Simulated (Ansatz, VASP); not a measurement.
**MoS: VASP beside Ansatz**

```
CELL_PARAMETERS angstrom
3.00477 0.00000 0.00000
0.00000 3.00477 0.00000
0.00000 0.00000 3.00477
ATOMIC_POSITIONS crystal
Mo 0.50000 0.50000 0.50000
S 0.00000 0.00000 0.00000
```

Change from the starting cell: species swapped into the DyAu type (Pm-3m, No. 221).

Alike in both runs: functional PBE; k mesh 18 × 18 × 18; occupations gaussian, width 0.1 eV; no spin polarisation.

Ansatz relaxed the structure, and its values are those at the end. VASP's run is a single point on that final structure, the one shown.

|  | VASP | Ansatz |
| --- | --- | --- |
| version | VASP 6.6.1 | Ansatz 0.2.0 |
| potentials or method | VASP PAW PBE potentials, release 64 (Mo_sv, S), cutoff 520 eV | scalar-relativistic, plane waves, PAW |
| valence electrons in the cell | 20 | 20 |

Ansatz gave:

| Item | Value |
| --- | --- |
| gap on the k mesh at the Fermi level (eV) | none |
| pressure (GPa) | 0.0 |

Question: Which values does VASP return?

Answer: gap on the k mesh at the Fermi level (eV): none; pressure (GPa): 0.2.

A gap of «none» marks a metal or a gap that the smearing closes.
